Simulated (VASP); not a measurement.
# BaTiO3 (R3m) in VASP: further runs

Runs on BaTiO3. Level: PBEsol. Tasks: single point.

All numbers are computed with VASP 6.6.1; they aren't measurements. Logs are shortened: lines on timing, memory, paths and dates and some standing lists are left out, and cuts for length are marked.

### 1 The cell of the first run

The typed cell holds 5 atoms: a = 3.822 Å, b = 3.822 Å, c = 3.822 Å, α = 90.00°, β = 90.00°, γ = 90.00°.

### 2 Single point, PBEsol (11.17 Å³/atom)

Contents of INCAR:

```
SYSTEM = BaTiO3
  ALGO = Normal
  EDIFF = 1E-6
  ENCUT = 520
  GGA = PS
  ISIF = 2
  ISMEAR = 0
  LASPH = .TRUE.
  LCHARG = .FALSE.
  LREAL = .FALSE.
  LWAVE = .FALSE.
  NBANDS = 28
  NELM = 80
  PREC = Accurate
  SIGMA = 0.02
```

Contents of KPOINTS:

```
k-points
0
G
  9 9 9
  0 0 0
```

Contents of POSCAR:

```
BaTiO3
1.0
    2.7029251415      1.5605345580      2.2068340962
   -2.7029251415      1.5605345580      2.2068340962
    0.0000000000     -3.1210691162      2.2068340961
Ba Ti O
1 1 3
Direct
    0.0038041920      0.0038041920      0.0038041920
    0.5037381322      0.5037381322      0.5037381322
    0.5038882077      0.5038882077      0.0038812603
    0.0038812603      0.5038882077      0.5038882077
    0.5038882077      0.0038812603      0.5038882077
```

Potentials or basis: VASP PAW PBE potentials, release 64 (Ba_sv, Ti_sv, O).

Started as:

```bash
$ cat potpaw_PBE.64/Ba_sv/POTCAR potpaw_PBE.64/Ti_sv/POTCAR potpaw_PBE.64/O/POTCAR > POTCAR
$ mpirun -np 1 vasp_std > vasp.out
```

OUTCAR:

```text
SYSTEM = BaTiO3
   EDIFF = 1E-6
   ENCUT = 520
   GGA = PS
   ISIF = 2
   ISMEAR = 0
   LASPH = .TRUE.
   LREAL = .FALSE.
   NELM = 80
   PREC = Accurate

 ion  position               nearest neighbor table
   1  0.004  0.004  0.004-   3 2.70   4 2.70   5 2.70   3 2.70   3 2.70   4 2.70   5 2.70   5 2.70
                             4 2.70   3 2.70   4 2.70   5 2.70   2 3.31   2 3.31   2 3.31   2 3.31
   2  0.504  0.504  0.504-   4 1.91   5 1.91   3 1.91   5 1.91   4 1.91   3 1.91   1 3.31   1 3.31
                             1 3.31   1 3.31   1 3.31   1 3.31   1 3.31   1 3.31
   3  0.504  0.504  0.004-   2 1.91   2 1.91   1 2.70   1 2.70   1 2.70   1 2.70
   4  0.004  0.504  0.504-   2 1.91   2 1.91   1 2.70   1 2.70   1 2.70   1 2.70
   5  0.504  0.004  0.504-   2 1.91   2 1.91   1 2.70   1 2.70   1 2.70   1 2.70

  LATTYP: Found a trigonal (rhomboedric) cell.
 ALAT       =     3.8224585224
 COS(alpha) =    -0.0000287099

  Lattice vectors:

 A1 = (   2.7029251415,   1.5605345580,   2.2068340962)
 A2 = (  -2.7029251415,   1.5605345580,   2.2068340962)
 A3 = (   0.0000000000,  -3.1210691162,   2.2068340961)

Analysis of symmetry for initial positions (statically):
=====================================================================
 Subroutine PRICEL returns:
 Original cell was already a primitive cell.

 Routine SETGRP: Setting up the symmetry group for a
 trigonal (rhombohedral) supercell.

 Subroutine GETGRP returns: Found  6 space group operations
 (whereof  6 operations were pure point group operations)
 out of a pool of 12 trial point group operations.

The static configuration has the point symmetry C_3v.

Analysis of symmetry for dynamics (positions and initial velocities):
=====================================================================
 Subroutine PRICEL returns:
 Original cell was already a primitive cell.

 Routine SETGRP: Setting up the symmetry group for a
 trigonal (rhombohedral) supercell.

 Subroutine GETGRP returns: Found  6 space group operations
 (whereof  6 operations were pure point group operations)
 out of a pool of 12 trial point group operations.

The dynamic configuration has the point symmetry C_3v.

 Subroutine INISYM returns: Found  6 space group operations
 (whereof  6 operations are pure point group operations),
 and found     1 'primitive' translations

----------------------------------------------------------------------------------------

                                     Primitive cell

  volume of cell :      55.8507

  direct lattice vectors                    reciprocal lattice vectors
     2.702925142  1.560534558  2.206834096     0.184984775  0.106801010  0.151045941
    -2.702925142  1.560534558  2.206834096    -0.184984775  0.106801010  0.151045941
     0.000000000 -3.121069116  2.206834096     0.000000000 -0.213602020  0.151045941

  length of vectors
     3.822458522  3.822458522  3.822458522     0.261611734  0.261611734  0.261611734

  position of ions in fractional coordinates (direct lattice)
     0.003804192  0.003804192  0.003804192
     0.503738132  0.503738132  0.503738132
     0.503888208  0.503888208  0.003881260
     0.003881260  0.503888208  0.503888208
     0.503888208  0.003881260  0.503888208

  ion indices of the primitive-cell ions
   primitive index   ion index
                 1           1
                 2           2
                 3           3
                 4           4
                 5           5

----------------------------------------------------------------------------------------

 KPOINTS: k-points

Automatic generation of k-mesh.
 Grid dimensions read from file:
 generate k-points for:    9    9    9

 Generating k-lattice:

  Cartesian coordinates                     Fractional coordinates (reciprocal lattice)
     0.020553864  0.011866779  0.016782882     0.111111111  0.000000000  0.000000000
    -0.020553864  0.011866779  0.016782882     0.000000000  0.111111111  0.000000000
     0.000000000 -0.023733558  0.016782882     0.000000000  0.000000000  0.111111111

  Length of vectors
     0.029067970  0.029067970  0.029067970

  Shift w.r.t. Gamma in fractional coordinates (k-lattice)
     0.000000000  0.000000000  0.000000000

 Subroutine IBZKPT returns following result:
 ===========================================

 Found     85 irreducible k-points:

 Following reciprocal coordinates:
            Coordinates               Weight
  0.000000  0.000000  0.000000      1.000000
  0.111111  0.000000  0.000000      6.000000
  0.222222 -0.000000 -0.000000      6.000000
  0.333333  0.000000  0.000000      6.000000
  0.444444 -0.000000 -0.000000      6.000000
  0.111111  0.111111  0.000000      6.000000
[... 16 lines left out ...]
 -0.333333  0.333333  0.000000      6.000000
  0.444444  0.444444 -0.000000      6.000000
 [... further k-points ...]
   k-points           NKPTS =     85   k-points in BZ     NKDIM =     85   number of bands    NBANDS=     28
   number of dos      NEDOS =    301   number of ions     NIONS =      5
   total plane-waves  NPLWV =  21952
   dimension x,y,z NGX =    28 NGY =   28 NGZ =   28
   dimension x,y,z NGXF=    56 NGYF=   56 NGZF=   56
   ions per type =               1   1   3
   NGX,Y,Z   is equivalent  to a cutoff of  12.18, 12.18, 12.18 a.u.
   NGXF,Y,Z  is equivalent  to a cutoff of  24.36, 24.36, 24.36 a.u.
 SYSTEM =  BaTiO3
   PREC   = accura    normal or accurate (medium, high low for compatibility)
   ISTART =      0    job   : 0-new  1-cont  2-samecut
   ICHARG =      2    charge: 1-file 2-atom 10-const
   ISPIN  =      1    spin polarized calculation?
   LNONCOLLINEAR =      F non collinear calculations
   LSORBIT =      F    spin-orbit coupling
   LASPH  =      T    aspherical Exc in radial PAW
   ENCUT  =  520.0 eV  38.22 Ry    6.18 a.u.   7.11  7.11  7.11*2*pi/ulx,y,z
   NELM   =     80;   NELMIN=  2; NELMDL= -5     # of ELM steps
   EDIFF  = 0.1E-05   stopping-criterion for ELM
   LREAL  =      F    real-space projection
   EDIFFG = 0.1E-04   stopping-criterion for IOM
   NSW    =      0    number of steps for IOM
   IBRION =     -1    ionic relax: 0-MD 1-quasi-New 2-CG
   NFREE  =      0    steps in history (QN), initial steepest desc. (CG)
   ISIF   =      2    stress and relaxation
   ISYM   =      2    0-nonsym 1-usesym 2-fastsym
   POTIM  = 0.5000    time-step for ionic-motion
   TEBEG  =    0.0;   TEEND  =   0.0 temperature during run
   PSTRESS=    0.0 pullay stress
   NELECT =      40.0000    total number of electrons
   NUPDOWN=      -1.0000    fix difference up-down
   EMIN   =  10.00;   EMAX   =-10.00  energy-range for DOS
   EFERMI =   0.00;   METHOD = LEGACY
   ISMEAR =     0;   SIGMA  =   0.02  broadening in eV -4-tet -1-fermi 0-gaus
   EFERMI_NEDOS =   21; number of points for ismear=-14 and -15
   IALGO  =     38    algorithm
   IMIX   =      4    mixing-type and parameters
     AMIX     =   0.40;   BMIX     =  1.00
     AMIX_MAG =   1.60;   BMIX_MAG =  1.00
  volume/ion in A,a.u.               =      11.17        75.38
  Fermi-wavevector in a.u.,A,eV,Ry     =   1.464711  2.767903 29.189658  2.145379
  Thomas-Fermi vector in A             =   2.580655
   LORBIT       =      0    0 simple, 1 ext, 2 COOP (PROOUT), +10 PAW based schemes
   GGA     = PS    functional components
   LHFCALC =     F    Hartree Fock is set to
   AEXX    =    0.0000 exact exchange contribution
   IVDW    =     0    specifies the selected vdW correction
   LEPSILON=     F    determine dielectric tensor
   LRPA    =     F    only Hartree local field effects (RPA)
 non-spin polarized calculation
 Gauss-broadening in eV      SIGMA  =   0.02
  energy-cutoff  :      520.00
  volume of cell :       55.85
 maximum number of plane-waves:      1514
   NGX = 15   NGY = 15   NGZ = 15

 number of electron      39.9999999 magnetization

 Free energy of the ion-electron system (eV)
  ---------------------------------------------------
  ext. energy  EPLUGINS =         0.00000000
  ---------------------------------------------------
  free energy    TOTEN  =       -41.36675295 eV

  energy without entropy =      -41.36675295  energy(sigma->0) =      -41.36675295

 E-fermi :   5.1389     XC(G=0): -12.2597

 val. band max:        4.8561403306   @ k =   0.0000   0.0000   0.0000
 cond. band min:       6.7741209749   @ k =   0.0000   0.0000   0.0000
 fundamental gap:      1.9179806443
 Fermi energy:         5.1388848154

 k-point     1 :       0.0000    0.0000    0.0000
  band No.  band energies     occupation
      1     -50.9337      2.00000
      2     -27.3561      2.00000
      3     -27.3561      2.00000
      4     -27.3561      2.00000
      5     -19.7138      2.00000
      6     -12.2471      2.00000
[... 20 lines left out ...]
     27      10.0139      0.00000
     28      13.6694      0.00000

 k-point     2 :       0.1111    0.0000    0.0000
  band No.  band energies     occupation
      1     -50.9335      2.00000
      2     -27.3690      2.00000
      3     -27.3556      2.00000
      4     -27.3556      2.00000
      5     -19.6848      2.00000
      6     -12.2823      2.00000
[... 20 lines left out ...]
     27      10.3654      0.00000
     28      13.9936      0.00000

 k-point     3 :       0.2222   -0.0000   -0.0000
  band No.  band energies     occupation
      1     -50.9328      2.00000
      2     -27.4014      2.00000
      3     -27.3542      2.00000
      4     -27.3542      2.00000
      5     -19.6096      2.00000
      6     -12.4434      2.00000
[... 20 lines left out ...]
     27      11.1849      0.00000
     28      13.8772      0.00000

 k-point     4 :       0.3333    0.0000    0.0000
  band No.  band energies     occupation
      1     -50.9320      2.00000
      2     -27.4378      2.00000
      3     -27.3527      2.00000
      4     -27.3527      2.00000
      5     -19.5210      2.00000
      6     -12.6723      2.00000
[... 20 lines left out ...]
     27      12.1351      0.00000
     28      13.6780      0.00000

 k-point     5 :       0.4444   -0.0000   -0.0000
  band No.  band energies     occupation
      1     -50.9314      2.00000
      2     -27.4612      2.00000
      3     -27.3517      2.00000
      4     -27.3517      2.00000
      5     -19.4611      2.00000
      6     -12.8284      2.00000
[... 20 lines left out ...]
     27      12.9905      0.00000
     28      13.5464      0.00000

 k-point     6 :       0.1111    0.1111    0.0000
  band No.  band energies     occupation
      1     -50.9332      2.00000
      2     -27.3690      2.00000
      3     -27.3678      2.00000
      4     -27.3550      2.00000
      5     -19.6571      2.00000
      6     -12.2955      2.00000
[... 463 lines left out ...]
      5     -19.3532      2.00000
      6     -12.2904      2.00000
[... 20 lines left out ...]
     27      13.9562      0.00000
     28      15.2052      0.00000

 k-point    22 :      -0.4444    0.3333    0.0000
  band No.  band energies     occupation
      1     -50.9297      2.00000
      2     -27.4544      2.00000
      3     -27.4298      2.00000
      4     -27.3485      2.00000
      5     -19.3532      2.00000
      6     -12.2904      2.00000
[... 20 lines left out ...]
     27      13.9560      0.00000
     28      15.2093      0.00000

 k-point    23 :      -0.3333    0.3333    0.0000
  band No.  band energies     occupation
      1     -50.9302      2.00000
      2     -27.4327      2.00000
      3     -27.4305      2.00000
      4     -27.3495      2.00000
      5     -19.3925      2.00000
      6     -12.3280      2.00000
[... 20 lines left out ...]
     27      14.2015      0.00000
     28      14.2396      0.00000

 k-point    24 :       0.4444    0.4444   -0.0000
  band No.  band energies     occupation
      1     -50.9292      2.00000
      2     -27.4525      2.00000
      3     -27.4521      2.00000
      4     -27.3476      2.00000
      5     -19.3204      2.00000
      6     -12.1162      2.00000
[... 20 lines left out ...]
     27      14.0487      0.00000
     28      15.7037      0.00000

 [... further k-points ...]
[... 5 lines left out ...]
  --------------------------------------------------------------------------------------
  -------------------------------------------------------------------------------------
  Total       10.2602144     10.2602144     10.2653796      0.0000000     -0.0000000      0.0000000
  in kB      294.3328082    294.3328082    294.4809807      0.0000000     -0.0000000      0.0000000
  external PRESSURE =     294.3821990 kB  Pullay stress =       0.0000000 kB

 VOLUME and BASIS-vectors are now :
 -----------------------------------------------------------------------------
  energy-cutoff  :      520.00
  volume of cell :       55.85
      direct lattice vectors                 reciprocal lattice vectors
     2.702925142  1.560534558  2.206834096     0.184984775  0.106801010  0.151045941
    -2.702925142  1.560534558  2.206834096    -0.184984775  0.106801010  0.151045941
     0.000000000 -3.121069116  2.206834096     0.000000000 -0.213602020  0.151045941

 POSITION                                       TOTAL-FORCE (eV/Angst)
 -----------------------------------------------------------------------------------
      0.00000     -0.00000      0.02519         0.000000     -0.000000      0.001341
      0.00000     -0.00000      3.33500         0.000000     -0.000000      0.002458
      0.00000      1.56056      2.23256         0.000000      0.000999     -0.001266
     -1.35148     -0.78028      2.23256        -0.000865     -0.000499     -0.001266
      1.35148     -0.78028      2.23256         0.000865     -0.000499     -0.001266
 -----------------------------------------------------------------------------------
    total drift:                               -0.000000     -0.000010     -0.000564

  FREE ENERGIE OF THE ION-ELECTRON SYSTEM (eV)
  ---------------------------------------------------
  free  energy   TOTEN  =       -41.3667529545 eV

  energy  without entropy=      -41.3667529545  energy(sigma->0) =      -41.36675295
```

Run time: 1.8 min. Hardware: 1 thread of Intel Xeon Platinum 8259CL at 2.50GHz (Skylake/Cascade Lake), shared host; peak memory 0.25 GiB.

What came out:

| Property | Result |
| --- | --- |
| Free energy | -41.3668 eV |
| Pressure | 29.4 GPa |
| Band gap on the k mesh | 1.92 eV |

Forces in eV/Å, atoms in the order of the input:
```
Ba   0.000  0.000  0.001
Ti   0.000  0.000  0.002
O    0.000  0.001 -0.001
O   -0.001  0.000 -0.001
O    0.001  0.000 -0.001
```

Caveat: the cell stands under pressure; the PAW data sets were made with another functional, which shifts forces and pressure a little; spin-orbit coupling is left out, which moves the levels of the heavy elements; an odd mesh through Γ misses points on the zone boundary, where band edges can lie.

(Part 1 of 2 ends here.)
